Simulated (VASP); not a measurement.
Runs of VASP 6.6.1 on Co. The structure is cubic, space group Fm-3m (No. 225). Conventional cell: a = 3.592 Å, b = 3.592 Å, c = 3.592 Å, α = 90.00°, β = 90.00°, γ = 90.00°. Within 3.4 Å of Co (site symmetry m-3m) lie 12 Co at 2.54 Å. This isn't the form of Co at room conditions, which is hcp.

```tsv
spin	gap on the mesh (eV)	pressure (GPa)	moment (μB)
collinear, ferromagnetic start	none	-10.8	3.40
off	none	-21.9	-
collinear, antiferromagnetic start	none	(b)	0.00
collinear	none	(a)	3.41
```

Alike in all rows: task single point; level PBE; potentials or basis VASP PAW PBE potentials, release 64 (Co); cell as given; k mesh 7 × 14 × 14; cutoff (eV) 520; smearing fermi-dirac 0.1 eV.

Q: Fill in the values left out.

A: (a) -10.9; (b) -15.2.

Caveats: the cell stands under tension.

A gap of «none» marks levels without a gap at the run's occupations.
